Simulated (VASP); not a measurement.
# Si2Ge3 (Pmmm) in VASP: single point with PBE

Aim: the single point of Si2Ge3 with PBE.

Everything below comes from runs of VASP 6.6.1. Logs are shortened: lines on timing, memory, paths and dates and some standing lists are left out, and cuts for length are marked.

### Step 1. The cell of the first run

Symmetry: Pmmm, No. 47, orthorhombic system. Conventional cell: a = 2.675 Å, b = 4.216 Å, c = 8.766 Å, α = 90.00°, β = 90.00°, γ = 90.00°. Within 3.2 Å of Si (site symmetry mm2) lie 3 Si at 2.39 to 2.68 Å and 2 Ge at 2.52 Å. Within 3.5 Å of Ge (site symmetry mmm) lie 10 Ge at 2.68 to 3.08 Å and 4 Si at 3.46 Å. Within 3.3 Å of Ge (site symmetry mm2) lie 2 Si at 2.52 Å and 6 Ge at 2.68 to 3.08 Å.

### Step 2. Single point, PBE

INCAR

```
PREC = Accurate
ENCUT = 520
EDIFF = 1E-6
ISMEAR = 0
SIGMA = 0.2
LREAL = False
LASPH = True
NELM = 100
ALGO = Normal
ISIF = 2
LWAVE = False
LCHARG = False
GGA = PE
NBANDS = 61
```

KPOINTS

```
regular mesh
0
Gamma
  8 6 2
```

POSCAR

```
Si2Ge3
1.0
    2.6751613343      0.0000000000      0.0000000000
    0.0000000000      4.2162714193      0.0000000000
    0.0000000000      0.0000000000     17.5310653890
Si Ge
4 6
Direct
    1.0000000000      0.5000000000      0.1817199613
    0.0000000000      0.5000000000      0.6817199613
    0.0000000000      0.5000000000      0.3182800387
    0.0000000000      0.5000000000      0.8182800387
    0.5000000000      0.5000000000      0.5000000000
    0.5000000000      0.5000000000      1.0000000000
    0.0000000000      0.0000000000      0.3975390160
    0.0000000000      1.0000000000      0.8975390160
    1.0000000000      1.0000000000      0.1024609840
    1.0000000000      1.0000000000      0.6024609840
```

Potentials or basis: VASP PAW PBE potentials, release 64 (Si, Ge_d).

Run with:

```console
$ cat potpaw_PBE.64/Si/POTCAR potpaw_PBE.64/Ge_d/POTCAR > POTCAR
$ mpirun -np 1 vasp_std > vasp.out
```

OUTCAR:

```text
PREC = Accurate
   ENCUT = 520
   EDIFF = 1E-6
   ISMEAR = 0
   LREAL = False
   LASPH = True
   NELM = 100
   ISIF = 2
   GGA = PE

 ion  position               nearest neighbor table
   1  0.000  0.500  0.182-   3 2.39   9 2.52   9 2.52
   2  0.000  0.500  0.682-   4 2.39  10 2.52  10 2.52
   3  0.000  0.500  0.318-   1 2.39   7 2.52   7 2.52
   4  0.000  0.500  0.818-   2 2.39   8 2.52   8 2.52
   5  0.500  0.500  0.500-
   6  0.500  0.500  0.000-
   7  0.000  0.000  0.398-   3 2.52   3 2.52
   8  0.000  0.000  0.898-   4 2.52   4 2.52
   9  0.000  0.000  0.102-   1 2.52   1 2.52
  10  0.000  0.000  0.602-   2 2.52   2 2.52

  LATTYP: Found a simple orthorhombic cell.
 ALAT       =     2.6751613343
 B/A-ratio  =     1.5760811751
 C/A-ratio  =     6.5532740640

  Lattice vectors:

 A1 = (   2.6751613343,   0.0000000000,   0.0000000000)
 A2 = (   0.0000000000,   4.2162714193,   0.0000000000)
 A3 = (   0.0000000000,   0.0000000000,  17.5310653890)

Analysis of symmetry for initial positions (statically):
=====================================================================
 Subroutine PRICEL returns following result:

  LATTYP: Found a simple orthorhombic cell.
 ALAT       =     2.6751613343
 B/A-ratio  =     1.5760811751
 C/A-ratio  =     3.2766370320

  Lattice vectors:

 A1 = (   2.6751613343,   0.0000000000,   0.0000000000)
 A2 = (   0.0000000000,   4.2162714193,   0.0000000000)
 A3 = (   0.0000000000,   0.0000000000,   8.7655326945)

   2 primitive cells build up your supercell.

 Routine SETGRP: Setting up the symmetry group for a
 simple orthorhombic supercell.

 Subroutine GETGRP returns: Found  8 space group operations
 (whereof  8 operations were pure point group operations)
 out of a pool of  8 trial point group operations.

The static configuration has the point symmetry D_2h.

Analysis of symmetry for dynamics (positions and initial velocities):
=====================================================================
 Subroutine PRICEL returns following result:

  LATTYP: Found a simple orthorhombic cell.
 ALAT       =     2.6751613343
 B/A-ratio  =     1.5760811751
 C/A-ratio  =     3.2766370320

  Lattice vectors:

 A1 = (   2.6751613343,   0.0000000000,   0.0000000000)
 A2 = (   0.0000000000,   4.2162714193,   0.0000000000)
 A3 = (   0.0000000000,   0.0000000000,   8.7655326945)

   2 primitive cells build up your supercell.

 Routine SETGRP: Setting up the symmetry group for a
 simple orthorhombic supercell.

 Subroutine GETGRP returns: Found  8 space group operations
 (whereof  8 operations were pure point group operations)
 out of a pool of  8 trial point group operations.

The dynamic configuration has the point symmetry D_2h.

 Subroutine INISYM returns: Found  8 space group operations
 (whereof  8 operations are pure point group operations),
 and found     2 'primitive' translations

----------------------------------------------------------------------------------------

                                     Primitive cell

  volume of cell :      98.8683

  direct lattice vectors                    reciprocal lattice vectors
     2.675161334  0.000000000  0.000000000     0.373809231  0.000000000  0.000000000
     0.000000000  4.216271419  0.000000000     0.000000000  0.237176382  0.000000000
     0.000000000  0.000000000  8.765532694     0.000000000  0.000000000  0.114083198

  length of vectors
     2.675161334  4.216271419  8.765532694     0.373809231  0.237176382  0.114083198

  position of ions in fractional coordinates (direct lattice)
     0.000000000  0.500000000  0.363439923
     0.000000000  0.500000000  0.636560077
     0.500000000  0.500000000  0.000000000
     0.000000000  0.000000000  0.795078032
     0.000000000  0.000000000  0.204921968

  ion indices of the primitive-cell ions
   primitive index   ion index
                 1           1
                 2           3
                 3           6
                 4           7
                 5           9

----------------------------------------------------------------------------------------

 KPOINTS: regular mesh

Automatic generation of k-mesh.
 Grid dimensions read from file:
 generate k-points for:    8    6    2

 Generating k-lattice:

  Cartesian coordinates                     Fractional coordinates (reciprocal lattice)
     0.046726154  0.000000000  0.000000000     0.125000000  0.000000000  0.000000000
     0.000000000  0.039529397  0.000000000     0.000000000  0.166666667  0.000000000
     0.000000000  0.000000000  0.028520799     0.000000000  0.000000000  0.500000000

  Length of vectors
     0.046726154  0.039529397  0.028520799

  Shift w.r.t. Gamma in fractional coordinates (k-lattice)
     0.000000000  0.000000000  0.000000000

 Subroutine IBZKPT returns following result:
 ===========================================

 Found     40 irreducible k-points:

 Following reciprocal coordinates:
            Coordinates               Weight
  0.000000  0.000000  0.000000      1.000000
  0.125000  0.000000  0.000000      2.000000
  0.250000  0.000000  0.000000      2.000000
  0.375000  0.000000  0.000000      2.000000
  0.500000  0.000000  0.000000      1.000000
  0.000000  0.166667  0.000000      2.000000
[... 16 lines left out ...]
  0.250000  0.000000  0.500000      2.000000
  0.375000  0.000000  0.500000      2.000000
 [... further k-points ...]
   k-points           NKPTS =     40   k-points in BZ     NKDIM =     40   number of bands    NBANDS=     61
   number of dos      NEDOS =    301   number of ions     NIONS =     10
   total plane-waves  NPLWV =  89600
   dimension x,y,z NGX =    20 NGY =   32 NGZ =  140
   dimension x,y,z NGXF=    40 NGYF=   64 NGZF=  280
   ions per type =               4   6
   NGX,Y,Z   is equivalent  to a cutoff of  12.43, 12.62, 13.28 a.u.
   NGXF,Y,Z  is equivalent  to a cutoff of  24.86, 25.23, 26.55 a.u.
 SYSTEM =  unknown system
   PREC   = accura    normal or accurate (medium, high low for compatibility)
   ISTART =      0    job   : 0-new  1-cont  2-samecut
   ICHARG =      2    charge: 1-file 2-atom 10-const
   ISPIN  =      1    spin polarized calculation?
   LNONCOLLINEAR =      F non collinear calculations
   LSORBIT =      F    spin-orbit coupling
   LASPH  =      T    aspherical Exc in radial PAW
   ENCUT  =  520.0 eV  38.22 Ry    6.18 a.u.   4.97  7.84 32.60*2*pi/ulx,y,z
   NELM   =    100;   NELMIN=  2; NELMDL= -5     # of ELM steps
   EDIFF  = 0.1E-05   stopping-criterion for ELM
   LREAL  =      F    real-space projection
   EDIFFG = 0.1E-04   stopping-criterion for IOM
   NSW    =      0    number of steps for IOM
   IBRION =     -1    ionic relax: 0-MD 1-quasi-New 2-CG
   NFREE  =      0    steps in history (QN), initial steepest desc. (CG)
   ISIF   =      2    stress and relaxation
   ISYM   =      2    0-nonsym 1-usesym 2-fastsym
   POTIM  = 0.5000    time-step for ionic-motion
   TEBEG  =    0.0;   TEEND  =   0.0 temperature during run
   PSTRESS=    0.0 pullay stress
   NELECT =     100.0000    total number of electrons
   NUPDOWN=      -1.0000    fix difference up-down
   EMIN   =  10.00;   EMAX   =-10.00  energy-range for DOS
   EFERMI =   0.00;   METHOD = LEGACY
   ISMEAR =     0;   SIGMA  =   0.20  broadening in eV -4-tet -1-fermi 0-gaus
   EFERMI_NEDOS =   21; number of points for ismear=-14 and -15
   IALGO  =     38    algorithm
   IMIX   =      4    mixing-type and parameters
     AMIX     =   0.40;   BMIX     =  1.00
     AMIX_MAG =   1.60;   BMIX_MAG =  1.00
  volume/ion in A,a.u.               =      19.77       133.44
  Fermi-wavevector in a.u.,A,eV,Ry     =   1.304305  2.464779 23.146394  1.701212
  Thomas-Fermi vector in A             =   2.435250
   LORBIT       =      0    0 simple, 1 ext, 2 COOP (PROOUT), +10 PAW based schemes
   GGA     = PE    functional components
   LHFCALC =     F    Hartree Fock is set to
   AEXX    =    0.0000 exact exchange contribution
   IVDW    =     0    specifies the selected vdW correction
   LEPSILON=     F    determine dielectric tensor
   LRPA    =     F    only Hartree local field effects (RPA)
 non-spin polarized calculation
 Gauss-broadening in eV      SIGMA  =   0.20
  energy-cutoff  :      520.00
  volume of cell :      197.74
 maximum number of plane-waves:      5372
 NGX is ok and might be reduce to    20
   NGX =  9   NGY = 15   NGZ = 65

 number of electron     100.0000000 magnetization

 number of electron      99.9999978 magnetization

 Free energy of the ion-electron system (eV)
  ---------------------------------------------------
  ext. energy  EPLUGINS =         0.00000000
  ---------------------------------------------------
  free energy    TOTEN  =       -44.63008011 eV

  energy without entropy =      -44.52705075  energy(sigma->0) =      -44.57856543

 E-fermi :   6.1370     XC(G=0): -10.4014

 val. band max:        6.1084941413   @ k =   0.5000   0.0000   0.0000
 cond. band min:       6.1501187612   @ k =   0.3750   0.3333   0.0000
 fundamental gap:      0.0416246198
 Fermi energy:         6.1369762077

 k-point     1 :       0.0000    0.0000    0.0000
  band No.  band energies     occupation
      1     -18.8063      2.00000
      2     -18.8063      2.00000
      3     -18.7263      2.00000
      4     -18.7263      2.00000
      5     -18.7194      2.00000
      6     -18.7194      2.00000
[... 53 lines left out ...]
     60      11.2236      0.00000
     61      12.6465      0.00000

 k-point     2 :       0.1250    0.0000    0.0000
  band No.  band energies     occupation
      1     -18.7726      2.00000
      2     -18.7726      2.00000
      3     -18.7247      2.00000
      4     -18.7247      2.00000
      5     -18.7177      2.00000
      6     -18.7177      2.00000
[... 1397 lines left out ...]
     60       9.5365      0.00000
     61       9.6717      0.00000

 k-point    24 :       0.3750    0.0000    0.5000
  band No.  band energies     occupation
      1     -18.7215      2.00000
      2     -18.7215      2.00000
      3     -18.7176      2.00000
      4     -18.7176      2.00000
      5     -18.7159      2.00000
      6     -18.7159      2.00000
[... 53 lines left out ...]
     60       8.5380      0.00000
     61       9.5378      0.00000

 [... further k-points ...]

------------------------ aborting loop because EDIFF is reached ----------------------------------------

  FORCE on cell =-STRESS in cart. coord.  units (eV):
  Direction    XX          YY          ZZ          XY          YZ          ZX
  --------------------------------------------------------------------------------------
  -------------------------------------------------------------------------------------
  Total        1.9762234     -1.0254654      0.1756562      0.0000000      0.0000000      0.0000000
  in kB       16.0125234     -8.3089236      1.4232698      0.0000000      0.0000000      0.0000000
  external PRESSURE =       3.0422899 kB  Pullay stress =       0.0000000 kB

 VOLUME and BASIS-vectors are now :
 -----------------------------------------------------------------------------
  energy-cutoff  :      520.00
  volume of cell :      197.74
      direct lattice vectors                 reciprocal lattice vectors
     2.675161334  0.000000000  0.000000000     0.373809231  0.000000000  0.000000000
     0.000000000  4.216271419  0.000000000     0.000000000  0.237176382  0.000000000
     0.000000000  0.000000000 17.531065389     0.000000000  0.000000000  0.057041599

 POSITION                                       TOTAL-FORCE (eV/Angst)
 -----------------------------------------------------------------------------------
      0.00000      2.10814      3.18574         0.000000      0.000000      0.101264
      0.00000      2.10814     11.95128         0.000000      0.000000      0.101264
      0.00000      2.10814      5.57979        -0.000000     -0.000000     -0.101264
      0.00000      2.10814     14.34532        -0.000000     -0.000000     -0.101264
      1.33758      2.10814      8.76553        -0.000000     -0.000000     -0.000000
      1.33758      2.10814      0.00000        -0.000000     -0.000000     -0.000000
      0.00000      0.00000      6.96928         0.000000      0.000000      0.128705
      0.00000      0.00000     15.73482         0.000000      0.000000      0.128705
      0.00000      0.00000      1.79625         0.000000      0.000000     -0.128705
      0.00000      0.00000     10.56178        -0.000000      0.000000     -0.128705
 -----------------------------------------------------------------------------------
    total drift:                               -0.000000      0.000000      0.000000

  FREE ENERGIE OF THE ION-ELECTRON SYSTEM (eV)
  ---------------------------------------------------
  free  energy   TOTEN  =       -44.6300801083 eV

  energy  without entropy=      -44.5270507505  energy(sigma->0) =      -44.57856543
```

It took 7.6 min on 1 thread of Intel Xeon Platinum 8259CL at 2.50GHz (Skylake/Cascade Lake), shared host; peak memory 0.5 GiB.

Results:

- Free energy: -44.6301 eV
- Pressure: 0.3 GPa
- Largest force: 0.129 eV/Å
- Band gap on the k mesh: zero (bands 50 and 51 overlap by 3.38 eV)

Forces on the atoms (eV/Å):
```
Si   0.000  0.000  0.101
Si   0.000  0.000  0.101
Si   0.000  0.000 -0.101
Si   0.000  0.000 -0.101
Ge   0.000  0.000  0.000
Ge   0.000  0.000  0.000
Ge   0.000  0.000  0.129
Ge   0.000  0.000  0.129
Ge   0.000  0.000 -0.129
Ge   0.000  0.000 -0.129
```

The gap in the log of VASP goes by the Fermi energy; the results here count the filled bands.